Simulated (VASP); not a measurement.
# Ge8S9 (a cell with a defect) in VASP: single point with PBE

Aim: the single point of Ge8S9 (a cell with a defect) with PBE.

All numbers are computed with VASP 6.6.1; they aren't measurements. Logs are shortened: lines on timing, memory, paths and dates and some standing lists are left out, and cuts for length are marked.

## (1) The cell of the first run

The cell holds a defect, 17 atoms: a = 5.771 Å, b = 5.771 Å, c = 10.785 Å, α = 90.00°, β = 90.00°, γ = 101.16°.

## (2) Single point, PBE

File INCAR:

```
PREC = Accurate ; ENCUT = 520
EDIFF = 1E-7 ; ISMEAR = 0
SIGMA = 0.02 ; LREAL = Auto
LASPH = T ; NELM = 80
ALGO = Normal ; ISIF = 2
LWAVE = F ; LCHARG = T
GGA = PE ; LELF = T
LVHAR = T ; NBANDS = 97
```

File KPOINTS:

```
Automatic mesh
0
Gamma
  3 3 2
  0 0 0.5
```

File POSCAR:

```
Ge8S9
1.0
    0.0000000000     -3.6648200634     -4.4582437440
    0.0000000000     -3.6648200634      4.4582437440
  -10.7854111416      0.0000000000      0.0000000000
Ge S
8 9
Direct
    0.2157917952      0.5763005722      0.1340344824
    0.7230027453      0.0288791895      0.1756541290
    0.7842081875      0.4236994105      0.8659655045
    0.2769971253      0.9711209053      0.8243458579
    0.7052545277      0.5482550364      0.3984972797
    0.1863170925      0.0549978929      0.3959866661
    0.2947455914      0.4517450828      0.6015027072
    0.8136827781      0.9450022020      0.6040133208
    0.1299921893      0.6314266394      0.3587127045
    0.6214659153      0.1158464092      0.3782129347
    0.8700077934      0.3685733433      0.6412873751
    0.3785342038      0.8841537099      0.6217870522
    0.1283793748      0.1327548646      0.1773006124
    0.6408405347      0.6029143894      0.1791922417
    0.8716206079      0.8672451181      0.8226994672
    0.3591595844      0.3970857297      0.8208077452
    0.4999999727      1.0000000014      0.9999999869
```

Potentials or basis: VASP PAW PBE potentials, release 64 (Ge_d, S).

On the command line:

```sh
$ cat potpaw_PBE.64/Ge_d/POTCAR potpaw_PBE.64/S/POTCAR > POTCAR
$ mpirun -np 1 vasp_std > vasp.out
```

OUTCAR:

```text
PREC = Accurate
   ENCUT = 520
   EDIFF = 1E-7
   ISMEAR = 0
   LREAL = Auto
   LASPH = T
   NELM = 80
   ISIF = 2
   GGA = PE

 ion  position               nearest neighbor table
   1  0.216  0.576  0.134-  14 2.48   9 2.51  13 2.55
   2  0.723  0.029  0.176-  17 2.28  13 2.30  10 2.34  14 2.41
   3  0.784  0.424  0.866-  16 2.48  11 2.51  15 2.55
   4  0.277  0.971  0.824-  17 2.28  15 2.30  12 2.34  16 2.41
   5  0.705  0.548  0.398-  14 2.42   9 2.44  10 2.46
   6  0.186  0.055  0.396-  13 2.44   9 2.44  10 2.47
   7  0.295  0.452  0.602-  16 2.42  11 2.44  12 2.46
   8  0.814  0.945  0.604-  15 2.44  11 2.44  12 2.47
   9  0.130  0.631  0.359-   6 2.44   5 2.44   1 2.51
  10  0.621  0.116  0.378-   2 2.34   5 2.46   6 2.47
  11  0.870  0.369  0.641-   8 2.44   7 2.44   3 2.51
  12  0.379  0.884  0.622-   4 2.34   7 2.46   8 2.47
  13  0.128  0.133  0.177-   2 2.30   6 2.44   1 2.55
  14  0.641  0.603  0.179-   2 2.41   5 2.42   1 2.48
  15  0.872  0.867  0.823-   4 2.30   8 2.44   3 2.55
  16  0.359  0.397  0.821-   4 2.41   7 2.42   3 2.48
  17  0.500  0.000  1.000-   2 2.28   4 2.28

  LATTYP: Found a base centered orthorhombic cell.
 ALAT       =     7.3296401268
 B/A-ratio  =     1.2164973087
 C/A-ratio  =     1.4714789478

  Lattice vectors:

 A1 = (   0.0000000000,  -3.6648200634,  -4.4582437440)
 A2 = (   0.0000000000,  -3.6648200634,   4.4582437440)
 A3 = ( -10.7854111416,   0.0000000000,   0.0000000000)

Analysis of symmetry for initial positions (statically):
=====================================================================
 Subroutine PRICEL returns:
 Original cell was already a primitive cell.

 Routine SETGRP: Setting up the symmetry group for a
 base centered orthorhombic supercell.

 Subroutine GETGRP returns: Found  2 space group operations
 (whereof  2 operations were pure point group operations)
 out of a pool of  8 trial point group operations.

The static configuration has the point symmetry S_2 .

Analysis of symmetry for dynamics (positions and initial velocities):
=====================================================================
 Subroutine PRICEL returns:
 Original cell was already a primitive cell.

 Routine SETGRP: Setting up the symmetry group for a
 base centered orthorhombic supercell.

 Subroutine GETGRP returns: Found  2 space group operations
 (whereof  2 operations were pure point group operations)
 out of a pool of  8 trial point group operations.

The dynamic configuration has the point symmetry S_2 .

 Subroutine INISYM returns: Found  2 space group operations
 (whereof  2 operations are pure point group operations),
 and found     1 'primitive' translations

----------------------------------------------------------------------------------------

                                     Primitive cell

  volume of cell :     352.4384

  direct lattice vectors                    reciprocal lattice vectors
     0.000000000 -3.664820063 -4.458243744     0.000000000 -0.136432346 -0.112151786
     0.000000000 -3.664820063  4.458243744     0.000000000 -0.136432346  0.112151786
   -10.785411142  0.000000000  0.000000000    -0.092717838  0.000000000  0.000000000

  length of vectors
     5.771208139  5.771208139 10.785411142     0.176612028  0.176612028  0.092717838

  position of ions in fractional coordinates (direct lattice)
     0.215791795  0.576300572  0.134034482
     0.723002745  0.028879190  0.175654129
     0.784208187  0.423699410  0.865965504
     0.276997125  0.971120905  0.824345858
     0.705254528  0.548255036  0.398497280
     0.186317092  0.054997893  0.395986666
[... 9 lines left out ...]
     0.359159584  0.397085730  0.820807745
     0.499999973  0.000000001  0.999999987

  ion indices of the primitive-cell ions
   primitive index   ion index
                 1           1
                 2           2
                 3           3
                 4           4
                 5           5
                 6           6
[... 9 lines left out ...]
                16          16
                17          17

----------------------------------------------------------------------------------------

 KPOINTS: Automatic mesh

Automatic generation of k-mesh.
 Grid dimensions read from file:
 generate k-points for:    3    3    2

 Generating k-lattice:

  Cartesian coordinates                     Fractional coordinates (reciprocal lattice)
     0.000000000 -0.045477449 -0.037383929     0.333333333  0.000000000  0.000000000
     0.000000000 -0.045477449  0.037383929     0.000000000  0.333333333  0.000000000
    -0.046358919  0.000000000  0.000000000     0.000000000  0.000000000  0.500000000

  Length of vectors
     0.058870676  0.058870676  0.046358919

  Shift w.r.t. Gamma in fractional coordinates (k-lattice)
     0.000000000  0.000000000  0.500000000

 Subroutine IBZKPT returns following result:
 ===========================================

 Found      9 irreducible k-points:

 Following reciprocal coordinates:
            Coordinates               Weight
  0.000000  0.000000  0.250000      2.000000
  0.333333 -0.000000  0.250000      2.000000
 -0.333333  0.000000  0.250000      2.000000
 -0.000000  0.333333 -0.250000      2.000000
  0.000000 -0.333333 -0.250000      2.000000
  0.333333  0.333333  0.250000      2.000000
 -0.333333 -0.333333  0.250000      2.000000
 -0.333333  0.333333  0.250000      2.000000
  0.333333 -0.333333  0.250000      2.000000
   k-points           NKPTS =      9   k-points in BZ     NKDIM =      9   number of bands    NBANDS=     97
   number of dos      NEDOS =    301   number of ions     NIONS =     17
   total plane-waves  NPLWV = 184320
   dimension x,y,z NGX =    48 NGY =   48 NGZ =   80
   dimension x,y,z NGXF=    96 NGYF=   96 NGZF=  160
   ions per type =               8   9
   NGX,Y,Z   is equivalent  to a cutoff of  13.83, 13.83, 12.33 a.u.
   NGXF,Y,Z  is equivalent  to a cutoff of  27.65, 27.65, 24.66 a.u.
 SYSTEM =  unknown system
   PREC   = accura    normal or accurate (medium, high low for compatibility)
   ISTART =      0    job   : 0-new  1-cont  2-samecut
   ICHARG =      2    charge: 1-file 2-atom 10-const
   ISPIN  =      1    spin polarized calculation?
   LNONCOLLINEAR =      F non collinear calculations
   LSORBIT =      F    spin-orbit coupling
   LASPH  =      T    aspherical Exc in radial PAW
   ENCUT  =  520.0 eV  38.22 Ry    6.18 a.u.  10.73 10.73 20.05*2*pi/ulx,y,z
   NELM   =     80;   NELMIN=  2; NELMDL= -5     # of ELM steps
   EDIFF  = 0.1E-06   stopping-criterion for ELM
   LREAL  =      T    real-space projection
   EDIFFG = 0.1E-05   stopping-criterion for IOM
   NSW    =      0    number of steps for IOM
   IBRION =     -1    ionic relax: 0-MD 1-quasi-New 2-CG
   NFREE  =      0    steps in history (QN), initial steepest desc. (CG)
   ISIF   =      2    stress and relaxation
   ISYM   =      2    0-nonsym 1-usesym 2-fastsym
   POTIM  = 0.5000    time-step for ionic-motion
   TEBEG  =    0.0;   TEEND  =   0.0 temperature during run
   PSTRESS=    0.0 pullay stress
   NELECT =     166.0000    total number of electrons
   NUPDOWN=      -1.0000    fix difference up-down
   EMIN   =  10.00;   EMAX   =-10.00  energy-range for DOS
   EFERMI =   0.00;   METHOD = LEGACY
   ISMEAR =     0;   SIGMA  =   0.02  broadening in eV -4-tet -1-fermi 0-gaus
   EFERMI_NEDOS =   21; number of points for ismear=-14 and -15
   IALGO  =     38    algorithm
   IMIX   =      4    mixing-type and parameters
     AMIX     =   0.40;   BMIX     =  1.00
     AMIX_MAG =   1.60;   BMIX_MAG =  1.00
  volume/ion in A,a.u.               =      20.73       139.90
  Fermi-wavevector in a.u.,A,eV,Ry     =   1.273747  2.407033 22.074516  1.622431
  Thomas-Fermi vector in A             =   2.406553
   LORBIT       =      0    0 simple, 1 ext, 2 COOP (PROOUT), +10 PAW based schemes
   GGA     = PE    functional components
   LHFCALC =     F    Hartree Fock is set to
   AEXX    =    0.0000 exact exchange contribution
   IVDW    =     0    specifies the selected vdW correction
   LEPSILON=     F    determine dielectric tensor
   LRPA    =     F    only Hartree local field effects (RPA)
 non-spin polarized calculation
 Gauss-broadening in eV      SIGMA  =   0.02
  energy-cutoff  :      520.00
  volume of cell :      352.44
 maximum number of plane-waves:      9495
 NGX is ok and might be reduce to    48
   NGX = 21   NGY = 21   NGZ = 41

 number of electron     166.0000033 magnetization

 Free energy of the ion-electron system (eV)
  ---------------------------------------------------
  ext. energy  EPLUGINS =         0.00000000
  ---------------------------------------------------
  free energy    TOTEN  =       -75.66881475 eV

  energy without entropy =      -75.66881475  energy(sigma->0) =      -75.66881475

 E-fermi :   5.1873     XC(G=0):  -9.9684

 val. band max:        5.0588027952   @ k =  -0.0000   0.3333  -0.2500
 cond. band min:       6.0583511796   @ k =  -0.3333   0.3333   0.2500
 fundamental gap:      0.9995483845
 Fermi energy:         5.1873413727

 k-point     1 :       0.0000    0.0000    0.2500
  band No.  band energies     occupation
      1     -19.7150      2.00000
      2     -19.7143      2.00000
      3     -19.7005      2.00000
      4     -19.7002      2.00000
      5     -19.6851      2.00000
      6     -19.6819      2.00000
[... 87 lines left out ...]
     94       8.6934      0.00000
     95       8.8367      0.00000

 k-point     2 :       0.3333   -0.0000    0.2500
  band No.  band energies     occupation
      1     -19.7147      2.00000
      2     -19.7141      2.00000
      3     -19.6997      2.00000
      4     -19.6996      2.00000
      5     -19.6851      2.00000
      6     -19.6817      2.00000
[... 87 lines left out ...]
     94       8.5848      0.00000
     95       8.7472      0.00000

 k-point     3 :      -0.3333    0.0000    0.2500
  band No.  band energies     occupation
      1     -19.7147      2.00000
      2     -19.7141      2.00000
      3     -19.6997      2.00000
      4     -19.6995      2.00000
      5     -19.6851      2.00000
      6     -19.6817      2.00000
[... 87 lines left out ...]
     94       8.5071      0.00000
     95       8.6153      0.00000

 k-point     4 :      -0.0000    0.3333   -0.2500
  band No.  band energies     occupation
      1     -19.7145      2.00000
      2     -19.7138      2.00000
      3     -19.6999      2.00000
      4     -19.6996      2.00000
      5     -19.6852      2.00000
      6     -19.6818      2.00000
[... 87 lines left out ...]
     94       8.4721      0.00000
     95       8.6747      0.00000

 k-point     5 :       0.0000   -0.3333   -0.2500
  band No.  band energies     occupation
      1     -19.7145      2.00000
      2     -19.7138      2.00000
      3     -19.6999      2.00000
      4     -19.6996      2.00000
      5     -19.6852      2.00000
      6     -19.6818      2.00000
[... 87 lines left out ...]
     94       8.4165      0.00000
     95       8.6330      0.00000

 k-point     6 :       0.3333    0.3333    0.2500
  band No.  band energies     occupation
      1     -19.7144      2.00000
      2     -19.7138      2.00000
      3     -19.6995      2.00000
      4     -19.6995      2.00000
      5     -19.6851      2.00000
      6     -19.6817      2.00000
[... 87 lines left out ...]
     94       8.2623      0.00000
     95       8.3966      0.00000

 k-point     7 :      -0.3333   -0.3333    0.2500
  band No.  band energies     occupation
      1     -19.7144      2.00000
      2     -19.7138      2.00000
      3     -19.6996      2.00000
      4     -19.6994      2.00000
      5     -19.6851      2.00000
      6     -19.6817      2.00000
[... 87 lines left out ...]
     94       8.0095      0.00000
     95       8.2773      0.00000

 k-point     8 :      -0.3333    0.3333    0.2500
  band No.  band energies     occupation
      1     -19.7145      2.00000
      2     -19.7139      2.00000
      3     -19.7001      2.00000
      4     -19.6999      2.00000
      5     -19.6850      2.00000
      6     -19.6817      2.00000
[... 87 lines left out ...]
     94       7.8387      0.00000
     95       8.3045      0.00000

 k-point     9 :       0.3333   -0.3333    0.2500
  band No.  band energies     occupation
      1     -19.7145      2.00000
      2     -19.7139      2.00000
      3     -19.7001      2.00000
      4     -19.7000      2.00000
      5     -19.6850      2.00000
      6     -19.6817      2.00000
[... 87 lines left out ...]
     94       8.0370      0.00000
     95       8.1318      0.00000
 [bands above 95 left out]

------------------------ aborting loop because EDIFF is reached ----------------------------------------

  FORCE on cell =-STRESS in cart. coord.  units (eV):
  Direction    XX          YY          ZZ          XY          YZ          ZX
  --------------------------------------------------------------------------------------
  -------------------------------------------------------------------------------------
  Total       14.4709064      3.7551728      8.6137680     -0.1626835      2.0784525      2.3448022
  in kB       65.7844352     17.0709362     39.1580078     -0.7395558      9.4486012     10.6594215
  external PRESSURE =      40.6711264 kB  Pullay stress =       0.0000000 kB

 VOLUME and BASIS-vectors are now :
 -----------------------------------------------------------------------------
  energy-cutoff  :      520.00
  volume of cell :      352.44
      direct lattice vectors                 reciprocal lattice vectors
     0.000000000 -3.664820063 -4.458243744     0.000000000 -0.136432346 -0.112151786
     0.000000000 -3.664820063  4.458243744     0.000000000 -0.136432346  0.112151786
   -10.785411142  0.000000000  0.000000000    -0.092717838  0.000000000  0.000000000

 POSITION                                       TOTAL-FORCE (eV/Angst)
 -----------------------------------------------------------------------------------
     -1.44562     -2.90288      1.60724        -0.005286     -0.015677      0.001221
     -1.89450     -2.75551     -3.09457        -0.003096     -0.015034      0.006507
     -9.33979     -4.42676     -1.60724         0.005286      0.015677     -0.001221
     -8.89091     -4.57413      3.09457         0.003096      0.015034     -0.006507
     -4.29796     -4.59389     -0.69994        -0.006518      0.005099      0.009539
     -4.27088     -0.88438     -0.58545         0.002435     -0.002234      0.012706
[... 9 lines left out ...]
     -8.85275     -2.77150      0.16908         0.000635     -0.006273     -0.004846
    -10.78541     -1.83241     -2.22912         0.000000      0.000000      0.000000
 -----------------------------------------------------------------------------------
    total drift:                                0.000376      0.001052     -0.001264

  FREE ENERGIE OF THE ION-ELECTRON SYSTEM (eV)
  ---------------------------------------------------
  free  energy   TOTEN  =       -75.6688147516 eV

  energy  without entropy=      -75.6688147516  energy(sigma->0) =      -75.66881475
```

Run time: 6 min. Hardware: 1 thread of Intel Xeon Platinum 8488C (Sapphire Rapids), shared host; peak memory 0.51 GiB.

What came out:

| Item | Value |
| --- | --- |
| Free energy | -75.6688 eV |
| Pressure | 4.1 GPa |
| Largest force | 0.020 eV/Å |
| Band gap on the k mesh | 1.00 eV |

Forces on the atoms (eV/Å):
```
Ge  -0.005 -0.016  0.001
Ge  -0.003 -0.015  0.007
Ge   0.005  0.016 -0.001
Ge   0.003  0.015 -0.007
Ge  -0.007  0.005  0.010
Ge   0.002 -0.002  0.013
Ge   0.007 -0.005 -0.010
Ge  -0.002  0.002 -0.013
S    0.011  0.005 -0.003
S    0.009  0.001  0.008
S   -0.011 -0.005  0.003
S   -0.009 -0.001 -0.008
S    0.001  0.020 -0.002
S   -0.001  0.006  0.005
S   -0.001 -0.020  0.002
S    0.001 -0.006 -0.005
S    0.000  0.000  0.000
```

Stress tensor (GPa, compression positive):
```
 6.58 -0.07  1.07
-0.07  1.71  0.94
 1.07  0.94  3.92
```
